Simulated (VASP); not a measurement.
# Ga (Cmmm) in VASP: notebook, part 2 of 2

VASP 6.6.1. The steps go on from the part before.

## Step 4: Single point, PBE (volume scaled by 0.97, then relaxed in part)

Contents of INCAR:

```
ALGO = Fast
EDIFF = 1E-7
ENCUT = 520
GGA = PE
ISIF = 2
ISMEAR = 0
LASPH = True
LCHARG = True
LELF = True
LREAL = False
LVHAR = True
LWAVE = False
NBANDS = 12
NELM = 100
PREC = Accurate
SIGMA = 0.1
```

Contents of KPOINTS:

```
k-points
0
Gamma
  22 22 20
```

Contents of POSCAR:

```
Ga
1.0
    1.4179771738     -2.4615684583      0.0000000000
    1.4179771738      2.4615684583      0.0000000000
    0.0000000000      0.0000000000      2.6971127778
Ga
1
Direct
    0.5000000000      0.5000000000      0.0000000000
```

Potentials or basis: VASP PAW PBE potentials, release 64 (Ga_d).

Started as:

```bash
> cat potpaw_PBE.64/Ga_d/POTCAR > POTCAR
> mpirun -np 1 vasp_std > vasp.out
```

OUTCAR:

```text
EDIFF = 1E-7
   ENCUT = 520
   GGA = PE
   ISIF = 2
   ISMEAR = 0
   LASPH = True
   LREAL = False
   NELM = 100
   PREC = Accurate

 ion  position               nearest neighbor table
   1  0.500  0.500  0.000-

  LATTYP: Found a base centered orthorhombic cell.
 ALAT       =     2.8359543476
 B/A-ratio  =     1.7359718505
 C/A-ratio  =     0.9510423819

  Lattice vectors:

 A1 = (   1.4179771738,  -2.4615684583,   0.0000000000)
 A2 = (   1.4179771738,   2.4615684583,   0.0000000000)
 A3 = (   0.0000000000,   0.0000000000,   2.6971127778)

Analysis of symmetry for initial positions (statically):
=====================================================================
 Subroutine PRICEL returns:
 Original cell was already a primitive cell.

 Routine SETGRP: Setting up the symmetry group for a
 base centered orthorhombic supercell.

 Subroutine GETGRP returns: Found  8 space group operations
 (whereof  8 operations were pure point group operations)
 out of a pool of  8 trial point group operations.

The static configuration has the point symmetry D_2h.

Analysis of symmetry for dynamics (positions and initial velocities):
=====================================================================
 Subroutine PRICEL returns:
 Original cell was already a primitive cell.

 Routine SETGRP: Setting up the symmetry group for a
 base centered orthorhombic supercell.

 Subroutine GETGRP returns: Found  8 space group operations
 (whereof  8 operations were pure point group operations)
 out of a pool of  8 trial point group operations.

The dynamic configuration has the point symmetry D_2h.

 Subroutine INISYM returns: Found  8 space group operations
 (whereof  8 operations are pure point group operations),
 and found     1 'primitive' translations

----------------------------------------------------------------------------------------

[... 112 lines left out ...]
  Fermi-wavevector in a.u.,A,eV,Ry     =   1.446947  2.734333 28.485902  2.093655
  Thomas-Fermi vector in A             =   2.564957
   LORBIT       =      0    0 simple, 1 ext, 2 COOP (PROOUT), +10 PAW based schemes
   GGA     = PE    functional components
   LHFCALC =     F    Hartree Fock is set to
   AEXX    =    0.0000 exact exchange contribution
   IVDW    =     0    specifies the selected vdW correction
   LEPSILON=     F    determine dielectric tensor
   LRPA    =     F    only Hartree local field effects (RPA)
 non-spin polarized calculation
 RMM-DIIS sequential band-by-band and
 Gauss-broadening in eV      SIGMA  =   0.10
  energy-cutoff  :      520.00
  volume of cell :       18.83
 maximum number of plane-waves:       521
 NGX is ok and might be reduce to    24
   NGX = 11   NGY = 11   NGZ = 11

 number of electron      13.0000017 magnetization

 Free energy of the ion-electron system (eV)
  ---------------------------------------------------
  ext. energy  EPLUGINS =         0.00000000
  ---------------------------------------------------
  free energy    TOTEN  =        -2.85965863 eV

  energy without entropy =       -2.85713527  energy(sigma->0) =       -2.85839695

 E-fermi :   5.4112     XC(G=0): -10.9856

 val. band max:        5.4103432275   @ k =   0.3636   0.1364   0.3500
 cond. band min:       5.4114945453   @ k =   0.5000   0.3636   0.5000
 fundamental gap:      0.0011513178
 Fermi energy:         5.4112221403

 k-point     1 :       0.0000    0.0000    0.0000
  band No.  band energies     occupation
      1      -9.7511      2.00000
      2      -9.4886      2.00000
      3      -9.4848      2.00000
      4      -9.2178      2.00000
      5      -9.2171      2.00000
      6      -5.6035      2.00000
      7      14.2435      0.00000
      8      17.0376      0.00000
      9      17.0846      0.00000
     10      17.4846      0.00000
     11      21.6760      0.00000
     12      21.6768      0.00000
[... 331 lines left out ...]
 k-point    24 :      -0.4545    0.0455    0.0000
  band No.  band energies     occupation
      1      -9.6898      2.00000
      2      -9.5306      2.00000
      3      -9.3455      2.00000
      4      -9.2485      2.00000
      5      -9.2126      2.00000
      6      -0.8015      2.00000
      7       2.8880      2.00000
      8      11.6063      0.00000
      9      16.4877      0.00000
     10      18.5426      0.00000
     11      22.0085      0.00000
     12      24.5207      0.00000

 [... further k-points ...]
[... 5 lines left out ...]
  --------------------------------------------------------------------------------------
  -------------------------------------------------------------------------------------
  Total        0.1906798      0.1886721      0.1877041      0.0000000      0.0000000      0.0000000
  in kB       16.2257588     16.0549121     15.9725414      0.0000000      0.0000000      0.0000000
  external PRESSURE =      16.0844041 kB  Pullay stress =       0.0000000 kB

 VOLUME and BASIS-vectors are now :
 -----------------------------------------------------------------------------
  energy-cutoff  :      520.00
  volume of cell :       18.83
      direct lattice vectors                 reciprocal lattice vectors
     1.417977174 -2.461568458  0.000000000     0.352614985 -0.203122525  0.000000000
     1.417977174  2.461568458  0.000000000     0.352614985  0.203122525  0.000000000
     0.000000000  0.000000000  2.697112778     0.000000000  0.000000000  0.370766847

 POSITION                                       TOTAL-FORCE (eV/Angst)
 -----------------------------------------------------------------------------------
      1.41798      0.00000      0.00000        -0.000000     -0.000000      0.000000
 -----------------------------------------------------------------------------------
    total drift:                               -0.000000     -0.000000     -0.000000

  FREE ENERGIE OF THE ION-ELECTRON SYSTEM (eV)
  ---------------------------------------------------
  free  energy   TOTEN  =        -2.8596586257 eV

  energy  without entropy=       -2.8571352662  energy(sigma->0) =       -2.85839695
```

OSZICAR:

```text
N       E                     dE             d eps       ncg     rms          rms(c)
DAV:   1     0.480587529490E+02    0.48059E+02   -0.64993E+03 36004   0.190E+03
DAV:   2    -0.424465301815E+00   -0.48483E+02   -0.46678E+02 37084   0.277E+02
DAV:   3    -0.286428451985E+01   -0.24398E+01   -0.24339E+01 40280   0.485E+01
DAV:   4    -0.288507428656E+01   -0.20790E-01   -0.20783E-01 39840   0.485E+00
DAV:   5    -0.288530024956E+01   -0.22596E-03   -0.22596E-03 41928   0.487E-01    0.923E-01
RMM:   6    -0.286357273270E+01    0.21728E-01   -0.29527E-02 49564   0.244E+00    0.463E-01
RMM:   7    -0.286002877998E+01    0.35440E-02   -0.90768E-03 52957   0.103E+00    0.133E-01
RMM:   8    -0.285964664850E+01    0.38213E-03   -0.80271E-04 51451   0.328E-01    0.171E-02
RMM:   9    -0.285965767981E+01   -0.11031E-04   -0.96344E-05 53006   0.144E-01    0.638E-03
RMM:  10    -0.285965873400E+01   -0.10542E-05   -0.18377E-05 59010   0.514E-02    0.726E-04
RMM:  11    -0.285965871574E+01    0.18258E-07   -0.15100E-06 47055   0.142E-02    0.383E-04
RMM:  12    -0.285965862567E+01    0.90066E-07   -0.31417E-07 32757   0.624E-03
   1 F= -.28596586E+01 E0= -.28583969E+01  d E =-.252336E-02
```

It took 2.3 min on 1 thread of Intel Xeon 6975P-C, shared host; peak memory 0.41 GiB.

Results:

```
Free energy : -2.8597 eV
Pressure    : 1.6 GPa
```

Caveat: the cell differs from its parent crystal (volume scaled by 0.97, then relaxed in part).

## Step 5: Single point, PBE

This run uses another cell than the first one, of 19.41 Å³/atom, 1.099 times its volume.

Contents of INCAR:

```
SYSTEM = Ga
PREC = Accurate
ENCUT = 520
EDIFF = 1E-6
ISMEAR = 0
SIGMA = 0.1
LREAL = .False.
LASPH = .True.
NELM = 100
ALGO = Fast
ISIF = 2
LWAVE = .False.
LCHARG = .False.
GGA = PE
NBANDS = 12
```

Contents of KPOINTS:

```
regular mesh
0
Gamma
  22 22 20
  0 0 0
```

Contents of POSCAR:

```
Ga
1.0
    1.4324473280     -2.4866882387      0.0000000000
    1.4324473280      2.4866882387      0.0000000000
    0.0000000000      0.0000000000      2.7246362378
Ga
1
Direct
    0.5000000000      0.5000000000      0.0000000000
```

Started as:

```bash
> cat potpaw_PBE.64/Ga_d/POTCAR > POTCAR
> mpirun -np 1 vasp_std > vasp.out
```

It took 2.2 min on 1 thread of Intel Xeon 6975P-C, shared host; peak memory 0.42 GiB.

The run converged. Its results:

| Item | Value |
| --- | --- |
| Free energy | -2.8627 eV |
| Pressure | 0.1 GPa |

Levels at points of the mesh, in eV from the Fermi level:
```tsv
k point	band 3	band 4	band 5	band 6	band 7	band 8	band 9	band 10	band 11	band 12
(0.00, 0.00, 0.00)	-14.87	-14.63	-14.62	-10.80	8.64	11.31	11.36	11.87	15.99	16.08
(0.50, 0.00, 0.00)	-14.75	-14.65	-14.60	-5.05	-3.85	6.56	10.09	13.22	17.07	18.05
(0.50, 0.50, 0.00)	-14.75	-14.65	-14.60	-5.07	-3.86	6.62	10.15	13.19	17.06	18.04
(0.00, 0.00, 0.50)	-14.81	-14.76	-14.76	-6.50	-4.30	14.74	14.78	18.37	19.47	19.77
(0.50, 0.00, 0.50)	-14.81	-14.59	-14.51	-0.50	-0.42	0.23	4.63	9.87	14.76	14.81
(0.50, 0.50, 0.50)	-14.80	-14.59	-14.51	-0.51	-0.46	0.20	4.62	9.93	14.82	14.87
```

## Step 6: Overview

| cell | further INCAR settings | gap on the mesh (eV) | pressure (GPa) |
| --- | --- | --- | --- |
| a = 2.781, b = 2.781, c = 2.640 Å, angles 90.0, 90.0, 120.1°, 1 atom | ALGO = Fast; EDIFF = 1e-06; NBANDS = 12 | none | 5.8 |
| a = 2.811, b = 2.811, c = 2.669 Å, angles 90.0, 90.0, 120.1°, 1 atom | ALGO = Fast; EDIFF = 1e-06; NBANDS = 12 | none | 3.5 |
| a = 2.841, b = 2.841, c = 2.697 Å, angles 90.0, 90.0, 120.1°, 1 atom | ALGO = Fast; EDIFF = 1e-07; NBANDS = 12 | none | 1.6 |
| a = 2.870, b = 2.870, c = 2.725 Å, angles 90.0, 90.0, 120.1°, 1 atom | ALGO = Fast; EDIFF = 1e-06; NBANDS = 12 | none | 0.1 |

Alike in all rows: task single point; level PBE; potentials or basis VASP PAW PBE potentials, release 64 (Ga_d); no spin polarisation; k mesh 22 × 22 × 20; cutoff (eV) 520; smearing gaussian 0.1 eV.

Absolute energies hang on the potentials; compare differences alone.
